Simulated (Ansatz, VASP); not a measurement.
## Two plane-wave programs on AlN

```
Al N
1.0
     3.27586    0.00000    0.00000
    -1.63793    2.83698    0.00000
     0.00000    0.00000    4.10069
Al N
2 2
Direct
  0.33333 0.66667 0.75547
  0.66667 0.33333 0.25547
  0.33333 0.66667 0.23947
  0.66667 0.33333 0.73947
```

Change from the starting cell: mode 4 frozen in at -0.043 Å, equal normal strain along x, y and z +0.0000.

Alike in both runs: task single point; functional LDA; k mesh 9 × 9 × 6; occupations gaussian, width 0.05 eV; no spin polarisation.

|  | VASP | Ansatz |
| --- | --- | --- |
| version | VASP 6.6.1 | Ansatz 0.2.0 |
| potentials or method | VASP PAW LDA potentials, release 64 (Al, N), cutoff 520 eV | scalar-relativistic, plane waves, PAW |
| valence electrons in the cell | 16 | 16 |

```tsv
	VASP	Ansatz	Ansatz less VASP
gap on the k mesh at the Fermi level (eV)	3.65	3.64	-0.009
least direct gap on the mesh (eV)	3.65	3.64	-0.009
pressure (GPa)	1.1	0.4	-0.63
traceless stress, the component that is largest in VASP (GPa)	1.37	1.50	+0.123
rms of the force components (eV/Å)	0.121	0.114	-0.0062
```

Ansatz warns that its potentials were made for another functional, while VASP's fit it. LDA's correlation is that of Perdew and Zunger in VASP and of Perdew and Wang (1992) in Ansatz. Atom by atom the forces differ by 0.006 eV/Å (rms over components).
